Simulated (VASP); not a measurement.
Here is a VASP 6.6.1 calculation.

File POSCAR:

```
ZrO2
1.0
    3.5290079683      0.0000000000      0.0000000000
    0.0000000000      3.5290079683      0.0000000000
    0.0000000000      0.0000000000      5.1226166181
Zr O
2 4
Direct
    0.0000000000      0.0000000000      0.0000000000
    0.5000000000      0.5000000000      0.5000000000
    0.0000000000      0.5000000000      0.2910584848
    0.0000000000      0.5000000000      0.7910584848
    0.5000000000      0.0000000000      0.7089415152
    0.5000000000      0.0000000000      0.2089415152
```

File INCAR.step1:

```
SYSTEM = ZrO2
ALGO     = Normal         ! electronic algorithm
EDIFF    = 1E-5           ! SCF threshold, eV
ENCUT    = 520            ! plane-wave cutoff, eV
GGA      = PE             ! functional
GGA_COMPAT= .False.      
ISIF     = 2              ! what is computed and relaxed
ISMEAR   = 0              ! smearing method
KPAR     = 4            
LASPH    = .True.         ! aspherical terms in the spheres
LREAL    = .False.        ! projectors in reciprocal space
LWAVE    = .True.         ! write WAVECAR
NBANDS   = 33             ! bands
NELM     = 120            ! most SCF steps
PREC     = Accurate       ! precision mode
SIGMA    = 0.01           ! smearing width, eV
```

File INCAR.step2:

```
SYSTEM = ZrO2
ALGO     = Normal         ! electronic algorithm
EDIFF    = 1E-6           ! SCF threshold, eV
ENCUT    = 520            ! plane-wave cutoff, eV
GGA      = PE             ! functional
GGA_COMPAT= .False.      
HFSCREEN = 0.2079         ! screening, 1/A
ISIF     = 2              ! what is computed and relaxed
ISMEAR   = 0              ! smearing method
ISTART   = 1            
KPAR     = 4            
LASPH    = .True.         ! aspherical terms in the spheres
LCHARG   = .True.         ! write CHGCAR
LHFCALC  = .True.         ! exact exchange
LREAL    = .False.        ! projectors in reciprocal space
LVHAR    = .True.       
LWAVE    = .False.        ! write WAVECAR
NBANDS   = 33             ! bands
NELM     = 120            ! most SCF steps
PREC     = Accurate       ! precision mode
PRECFOCK = Normal       
SIGMA    = 0.01           ! smearing width, eV
```

File KPOINTS:

```
k-points
0
Gamma
  4 4 4
  0 0 0
```

Potentials or basis: VASP PAW PBE potentials, release 64 (Zr_sv, O).

Command:

```console
$ cat potpaw_PBE.64/Zr_sv/POTCAR potpaw_PBE.64/O/POTCAR > POTCAR
$ cp INCAR.step1 INCAR
$ mpirun -np 4 vasp_std > vasp.out
$ cp INCAR.step2 INCAR
$ mpirun -np 4 vasp_std > vasp.out
```

Q: What does it give for the band gap on the k mesh?

A: 5.75 eV (least direct gap 5.92 eV).

Q: What does it give for the pressure?

A: 11.3 GPa.

Q: Estimate the largest force.

A: 0.012 eV/Å.

Stress tensor (GPa, compression positive):
```
12.95  0.00  0.00
 0.00 12.95  0.00
 0.00  0.00  7.90
```

Caveat: the k points lie up to 0.45 Å⁻¹ apart; the cell differs from its parent crystal (strain -2.0%); the PAW data sets were made with another functional, which shifts forces and pressure a little. A k mesh can miss the band edges.
